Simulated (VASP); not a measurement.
Crystal: Zn2AsP3.

```xyz
6
Lattice="3.9899 0.0000 0.0000 -1.9950 3.4554 0.0000 0.0000 0.0000 9.9006" Properties=species:S:1:pos:R:3 pbc="T T T"
Zn    0.0000    2.3036    8.1892
Zn    1.9950    1.1518    1.7115
As    0.0000    0.0000    4.9503
P     0.0000    2.3036    3.4463
P     1.9950    1.1518    6.4543
P     0.0000    0.0000    0.0000
```

- Program: VASP 6.6.1
- Task: relaxation of cell and atoms
- Functional: PBEsol
- Potentials or basis: VASP PAW PBE potentials, release 64 (Zn, As, P)
- Cutoff: 600 eV
- k mesh: 6 × 6 × 2
- Occupations: fermi-dirac, width 0.03 eV
- Spin: no spin polarisation

At the start: pressure -15.2 GPa; volume 22.75 Å³/atom.

Where does the relaxation end?

Over 12 steps the energy falls by 464.0 meV/atom and the volume is 16.05 Å³/atom (-29.4 %); space group P-3m1 (No. 164, to 0.1 Å) before and after.

Step by step:
```tsv
step	energy change (eV)	largest force (eV/Å)	pressure (GPa)	volume (Å³)
1	0.0000	0.2872	-15.19	136.50
2	-2.5498	1.1919	-0.37	98.16
3	-2.5510	1.2240	0.13	97.60
4	-2.6807	0.6619	0.18	96.68
5	-2.7437	0.3975	0.76	95.70
6	-2.7482	0.3893	1.00	95.33
7	-2.7711	0.2304	-0.73	96.93
8	-2.7723	0.1906	-1.12	97.38
9	-2.7837	0.0066	0.20	96.13
10	-2.7837	0.0097	0.15	96.18
11	-2.7838	0.0069	-0.10	96.36
12	-2.7838	0.0043	-0.01	96.33
```

Final structure:
```cif
data_structure
_symmetry_space_group_name_H-M 'P 1'
_symmetry_Int_Tables_number 1
_cell_length_a 3.5370
_cell_length_b 3.5370
_cell_length_c 8.8910
_cell_angle_alpha 90.000
_cell_angle_beta 90.000
_cell_angle_gamma 120.000
_cell_volume 96.33
loop_
_atom_site_label
_atom_site_type_symbol
_atom_site_fract_x
_atom_site_fract_y
_atom_site_fract_z
_atom_site_occupancy
Zn1 Zn 0.33333 0.66667 0.84156 1
Zn2 Zn 0.66667 0.33333 0.15844 1
As1 As 0.00000 0.00000 0.50000 1
P1 P 0.33333 0.66667 0.33006 1
P2 P 0.66667 0.33333 0.66994 1
P3 P 0.00000 0.00000 0.00000 1
```

Caveat: the volume moved by over 15 % at a fixed basis, so the end points are rough; the PAW data sets were made with another functional, which shifts forces and pressure a little.
